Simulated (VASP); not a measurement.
# TiTe (P6_3/mmc) in VASP: a series of runs

Runs on TiTe. Level: PBEsol. Tasks: single point.

Program: VASP 6.6.1. These are calculated values, not measurements. Logs are shortened: lines on timing, memory, paths and dates and some standing lists are left out, and cuts for length are marked.

### Step 1. The cell of the first run

The structure is hexagonal, space group P6_3/mmc (No. 194). The conventional cell has a = 3.842 Å, b = 3.842 Å, c = 6.531 Å, α = 90.00°, β = 90.00°, γ = 120.00°. Within 3.6 Å of Te (site symmetry -6m2) lie 6 Ti at 2.75 Å. Within 3.6 Å of Ti (site symmetry -3m) lie 6 Te at 2.75 Å and 2 Ti at 3.27 Å.

### Step 2. Single point, PBEsol

Contents of INCAR:

```
SYSTEM = TiTe
PREC = Accurate ; ENCUT = 500
EDIFF = 1E-6 ; ISMEAR = -1
SIGMA = 0.05 ; LREAL = .False.
LASPH = .True. ; NELM = 120
ALGO = Normal ; ISIF = 2
LWAVE = .False. ; LCHARG = .False.
GGA = PS ; NBANDS = 26
GGA_COMPAT = .False.
```

Contents of KPOINTS:

```
Automatic mesh
0
Gamma
  8 8 4
  0 0 0
```

Contents of POSCAR:

```
TiTe
1.0
    3.8420000000      0.0000000000      0.0000000000
   -1.9210000000      3.3272696013      0.0000000000
    0.0000000000      0.0000000000      6.5310600000
Te Ti
2 2
Direct
    0.6666666667      0.3333333333      0.7500000000
    0.3333333333      0.6666666667      0.2500000000
    0.0000000000      0.0000000000      0.5000000000
    0.0000000000      0.0000000000      0.0000000000
```

Potentials or basis: VASP PAW PBE potentials, release 64 (Te, Ti_sv).

Launch:

```bash
$ cat potpaw_PBE.64/Te/POTCAR potpaw_PBE.64/Ti_sv/POTCAR > POTCAR
$ mpirun -np 1 vasp_std > vasp.out
```

OUTCAR:

```text
SYSTEM = TiTe
   PREC = Accurate
   ENCUT = 500
   EDIFF = 1E-6
   ISMEAR = -1
   LREAL = .False.
   LASPH = .True.
   NELM = 120
   ISIF = 2
   GGA = PS

 ion  position               nearest neighbor table
   1  0.667  0.333  0.750-   3 2.75   4 2.75   3 2.75   4 2.75   3 2.75   4 2.75
   2  0.333  0.667  0.250-   3 2.75   4 2.75   3 2.75   4 2.75   3 2.75   4 2.75
   3  0.000  0.000  0.500-   1 2.75   2 2.75   2 2.75   1 2.75   1 2.75   2 2.75
   4  0.000  0.000  0.000-   1 2.75   2 2.75   2 2.75   1 2.75   1 2.75   2 2.75

  LATTYP: Found a hexagonal cell.
 ALAT       =     3.8420000000
 C/A-ratio  =     1.6999115044

  Lattice vectors:

 A1 = (   3.8420000000,   0.0000000000,   0.0000000000)
 A2 = (  -1.9210000000,   3.3272696013,   0.0000000000)
 A3 = (   0.0000000000,   0.0000000000,   6.5310600000)

Analysis of symmetry for initial positions (statically):
=====================================================================
 Subroutine PRICEL returns:
 Original cell was already a primitive cell.

 Routine SETGRP: Setting up the symmetry group for a
 hexagonal supercell.

 Subroutine GETGRP returns: Found 24 space group operations
 (whereof 12 operations were pure point group operations)
 out of a pool of 24 trial point group operations.

The static configuration has the point symmetry D_3d.
 The point group associated with its full space group is D_6h.

Analysis of symmetry for dynamics (positions and initial velocities):
=====================================================================
 Subroutine PRICEL returns:
 Original cell was already a primitive cell.

 Routine SETGRP: Setting up the symmetry group for a
 hexagonal supercell.

 Subroutine GETGRP returns: Found 24 space group operations
 (whereof 12 operations were pure point group operations)
 out of a pool of 24 trial point group operations.

The dynamic configuration has the point symmetry D_3d.
 The point group associated with its full space group is D_6h.

 Subroutine INISYM returns: Found 24 space group operations
 (whereof 12 operations are pure point group operations),
 and found     1 'primitive' translations

----------------------------------------------------------------------------------------

                                     Primitive cell

  volume of cell :      83.4890

  direct lattice vectors                    reciprocal lattice vectors
     3.842000000  0.000000000  0.000000000     0.260281104  0.150273365  0.000000000
    -1.921000000  3.327269601  0.000000000     0.000000000  0.300546730  0.000000000
[... 90 lines left out ...]
   LREAL  =      F    real-space projection
   EDIFFG = 0.1E-04   stopping-criterion for IOM
   NSW    =      0    number of steps for IOM
   IBRION =     -1    ionic relax: 0-MD 1-quasi-New 2-CG
   NFREE  =      0    steps in history (QN), initial steepest desc. (CG)
   ISIF   =      2    stress and relaxation
   ISYM   =      2    0-nonsym 1-usesym 2-fastsym
   POTIM  = 0.5000    time-step for ionic-motion
   TEBEG  =    0.0;   TEEND  =   0.0 temperature during run
   PSTRESS=    0.0 pullay stress
   NELECT =      36.0000    total number of electrons
   NUPDOWN=      -1.0000    fix difference up-down
   EMIN   =  10.00;   EMAX   =-10.00  energy-range for DOS
   EFERMI =   0.00;   METHOD = LEGACY
   ISMEAR =    -1;   SIGMA  =   0.05  broadening in eV -4-tet -1-fermi 0-gaus
   EFERMI_NEDOS =   21; number of points for ismear=-14 and -15
   IALGO  =     38    algorithm
   IMIX   =      4    mixing-type and parameters
     AMIX     =   0.40;   BMIX     =  1.00
     AMIX_MAG =   1.60;   BMIX_MAG =  1.00
  volume/ion in A,a.u.               =      20.87       140.85
  Fermi-wavevector in a.u.,A,eV,Ry     =   1.236800  2.337212 20.812467  1.529673
  Thomas-Fermi vector in A             =   2.371393
   LORBIT       =      0    0 simple, 1 ext, 2 COOP (PROOUT), +10 PAW based schemes
   GGA     = PS    functional components
   LHFCALC =     F    Hartree Fock is set to
   AEXX    =    0.0000 exact exchange contribution
   IVDW    =     0    specifies the selected vdW correction
   LEPSILON=     F    determine dielectric tensor
   LRPA    =     F    only Hartree local field effects (RPA)
 non-spin polarized calculation
  energy-cutoff  :      500.00
  volume of cell :       83.49
 maximum number of plane-waves:      2136
 NGX is ok and might be reduce to    28
   NGX = 13   NGY = 13   NGZ = 23

 number of electron      36.0000015 magnetization

 Free energy of the ion-electron system (eV)
  ---------------------------------------------------
  ext. energy  EPLUGINS =         0.00000000
  ---------------------------------------------------
  free energy    TOTEN  =       -26.27449317 eV

  energy without entropy =      -26.23892863  energy(sigma->0) =      -26.25671090

 E-fermi :   9.8130     XC(G=0): -11.0718

 val. band max:        9.8072613634   @ k =   0.0000   0.0000   0.5000
 cond. band min:       9.8295411201   @ k =   0.1250   0.0000   0.5000
 fundamental gap:      0.0222797567
 Fermi energy:         9.8130394826

 k-point     1 :       0.0000    0.0000    0.0000
  band No.  band energies     occupation
      1     -47.2909      2.00000
      2     -47.2797      2.00000
      3     -23.7297      2.00000
      4     -23.7297      2.00000
      5     -23.7150      2.00000
      6     -23.7150      2.00000
[... 685 lines left out ...]
     25      12.1881      0.00000
     26      12.1881      0.00000

 [... further k-points ...]

------------------------ aborting loop because EDIFF is reached ----------------------------------------

  FORCE on cell =-STRESS in cart. coord.  units (eV):
  Direction    XX          YY          ZZ          XY          YZ          ZX
  --------------------------------------------------------------------------------------
  -------------------------------------------------------------------------------------
  Total       -0.4230558     -0.4230558      2.4646080      0.0000000      0.0000000      0.0000000
  in kB       -8.1185645     -8.1185645     47.2965436      0.0000000      0.0000000      0.0000000
  external PRESSURE =      10.3531382 kB  Pullay stress =       0.0000000 kB

 VOLUME and BASIS-vectors are now :
 -----------------------------------------------------------------------------
  energy-cutoff  :      500.00
  volume of cell :       83.49
      direct lattice vectors                 reciprocal lattice vectors
     3.842000000  0.000000000  0.000000000     0.260281104  0.150273365  0.000000000
    -1.921000000  3.327269601  0.000000000     0.000000000  0.300546730  0.000000000
     0.000000000  0.000000000  6.531060000     0.000000000  0.000000000  0.153114502

 POSITION                                       TOTAL-FORCE (eV/Angst)
 -----------------------------------------------------------------------------------
      1.92100      1.10909      4.89830         0.000000     -0.000000      0.000000
     -0.00000      2.21818      1.63277        -0.000000      0.000000      0.000000
      0.00000      0.00000      3.26553         0.000000      0.000000      0.000000
      0.00000      0.00000      0.00000         0.000000      0.000000      0.000000
 -----------------------------------------------------------------------------------
    total drift:                               -0.000000      0.000000     -0.000000

  FREE ENERGIE OF THE ION-ELECTRON SYSTEM (eV)
  ---------------------------------------------------
  free  energy   TOTEN  =       -26.2744931670 eV

  energy  without entropy=      -26.2389286260  energy(sigma->0) =      -26.25671090
```

OSZICAR:

```text
N       E                     dE             d eps       ncg     rms          rms(c)
DAV:   1     0.367861717210E+03    0.36786E+03   -0.16492E+04  1560   0.140E+03
DAV:   2     0.105642764315E+02   -0.35730E+03   -0.34890E+03  1584   0.413E+02
DAV:   3    -0.256808133065E+02   -0.36245E+02   -0.35579E+02  2500   0.119E+02
DAV:   4    -0.285848736521E+02   -0.29041E+01   -0.28810E+01  2346   0.284E+01
DAV:   5    -0.287165844639E+02   -0.13171E+00   -0.13164E+00  2176   0.482E+00    0.142E+01
DAV:   6    -0.264901156752E+02    0.22265E+01   -0.17644E+01  2070   0.323E+01    0.526E+00
DAV:   7    -0.263047587074E+02    0.18536E+00   -0.19754E+00  1968   0.119E+01    0.362E+00
DAV:   8    -0.262742415169E+02    0.30517E-01   -0.16842E-01  2008   0.292E+00    0.455E-01
DAV:   9    -0.262741802541E+02    0.61263E-04   -0.13038E-02  2384   0.877E-01    0.352E-01
DAV:  10    -0.262745508784E+02   -0.37062E-03   -0.18745E-03  2212   0.385E-01    0.810E-02
DAV:  11    -0.262744932733E+02    0.57605E-04   -0.55935E-04  2268   0.196E-01    0.444E-02
DAV:  12    -0.262744940980E+02   -0.82474E-06   -0.28794E-05  1938   0.434E-02    0.178E-02
DAV:  13    -0.262744931670E+02    0.93101E-06   -0.85842E-06  1908   0.214E-02
   1 F= -.26274493E+02 E0= -.26256711E+02  d E =-.355645E-01
```

It took 79 s on 1 thread of Intel Xeon 8259CL, shared host; peak memory 0.22 GiB.

Results:

```yaml
Free_energy: -26.2745 eV
Pressure: 1.0 GPa
Band_gap_on_the_k_mesh: zero (bands 18 and 19 overlap by 0.66 eV)
```

Stress tensor (GPa, compression positive):
```
-0.81  0.00  0.00
 0.00 -0.81  0.00
 0.00  0.00  4.73
```

Levels at points of the mesh, in eV from the Fermi level:
```tsv
k point	band 16	band 17	band 18	band 19	band 20	band 21
(0.00, 0.00, 0.00)	-0.80	-0.80	-0.48	-0.48	-0.39	-0.39
(0.50, 0.00, 0.00)	-2.90	-1.83	-0.17	0.52	0.74	0.89
(0.00, 0.00, 0.50)	-2.76	-0.01	-0.01	-0.01	-0.01	0.27
(0.50, 0.00, 0.50)	-3.35	-0.92	-0.92	0.87	0.87	1.10
```

Caveat: the stress differs along the axes, from -1 to 5 GPa; the PAW data sets were made with another functional, which shifts forces and pressure a little; spin-orbit coupling is left out, which moves the levels of the heavy elements.

### Step 3. Single point, PBEsol

This run uses another cell than the first one, of 21.28 Å³/atom.

Contents of INCAR:

```
PREC     = Accurate       # precision mode
ENCUT    = 500            # plane-wave cutoff, eV
EDIFF    = 1E-6           # SCF threshold, eV
ISMEAR   = -1             # smearing method
SIGMA    = 0.05           # smearing width, eV
LREAL    = False          # projectors in reciprocal space
LASPH    = True           # aspherical terms in the spheres
NELM     = 120            # most SCF steps
ALGO     = Normal         # electronic algorithm
ISIF     = 2              # what is computed and relaxed
LWAVE    = False          # write WAVECAR
LCHARG   = False          # write CHGCAR
GGA      = PS             # functional
NBANDS   = 26             # bands
GGA_COMPAT= False
```

Contents of KPOINTS:

```
regular mesh
0
Gamma
  8 8 4
```

Edit POSCAR of step 2 so:

```diff
@@ -4,3 +4,3 @@
    -1.9210000000      3.3272696013      0.0000000000
-    0.0000000000      0.0000000000      6.5310600000
+    0.0000000000      0.0000000000      6.6591200000
 Te Ti
```

Potentials or basis: VASP PAW PBE potentials, release 64 (Te, Ti_sv).

Launch:

```bash
$ cat potpaw_PBE.64/Te/POTCAR potpaw_PBE.64/Ti_sv/POTCAR > POTCAR
$ mpirun -np 1 vasp_std > vasp.out
```

OUTCAR:

```text
PREC = Accurate
   ENCUT = 500
   EDIFF = 1E-6
   ISMEAR = -1
   LREAL = False
   LASPH = True
   NELM = 120
   ISIF = 2
   GGA = PS

 ion  position               nearest neighbor table
   1  0.667  0.333  0.750-   3 2.77   4 2.77   3 2.77   4 2.77   3 2.77   4 2.77
   2  0.333  0.667  0.250-   3 2.77   4 2.77   3 2.77   4 2.77   3 2.77   4 2.77
   3  0.000  0.000  0.500-   1 2.77   2 2.77   2 2.77   1 2.77   1 2.77   2 2.77
   4  0.000  0.000  0.000-   1 2.77   2 2.77   2 2.77   1 2.77   1 2.77   2 2.77

  LATTYP: Found a hexagonal cell.
[... 898 lines left out ...]
  --------------------------------------------------------------------------------------
  -------------------------------------------------------------------------------------
  Total       -1.4902607     -1.4902607      1.1414415      0.0000000      0.0000000      0.0000000
  in kB      -28.0485646    -28.0485646     21.4833512      0.0000000      0.0000000      0.0000000
  external PRESSURE =     -11.5379260 kB  Pullay stress =       0.0000000 kB

 VOLUME and BASIS-vectors are now :
 -----------------------------------------------------------------------------
  energy-cutoff  :      500.00
  volume of cell :       85.13
      direct lattice vectors                 reciprocal lattice vectors
     3.842000000  0.000000000  0.000000000     0.260281104  0.150273365  0.000000000
    -1.921000000  3.327269601  0.000000000     0.000000000  0.300546730  0.000000000
     0.000000000  0.000000000  6.659120000     0.000000000  0.000000000  0.150169992

 POSITION                                       TOTAL-FORCE (eV/Angst)
 -----------------------------------------------------------------------------------
      1.92100      1.10909      4.99434         0.000000     -0.000000      0.000000
     -0.00000      2.21818      1.66478        -0.000000      0.000000      0.000000
      0.00000      0.00000      3.32956        -0.000000      0.000000      0.000000
      0.00000      0.00000      0.00000        -0.000000      0.000000      0.000000
 -----------------------------------------------------------------------------------
    total drift:                               -0.000000      0.000000     -0.000000

  FREE ENERGIE OF THE ION-ELECTRON SYSTEM (eV)
  ---------------------------------------------------
  free  energy   TOTEN  =       -26.3100914625 eV

  energy  without entropy=      -26.2759734186  energy(sigma->0) =      -26.29303244
```

It took 88 s on 1 thread of Intel Xeon 8259CL, shared host; peak memory 0.22 GiB.

What came out:

| Quantity | Value |
| --- | --- |
| Free energy | -26.3101 eV |
| Pressure | -1.2 GPa |
| Band gap on the k mesh | zero (bands 18 and 19 overlap by 0.51 eV) |

Caveat: the PAW data sets were made with another functional, which shifts forces and pressure a little; spin-orbit coupling is left out, which moves the levels of the heavy elements.

The gap in the log of VASP goes by the Fermi energy; the results here count the filled bands.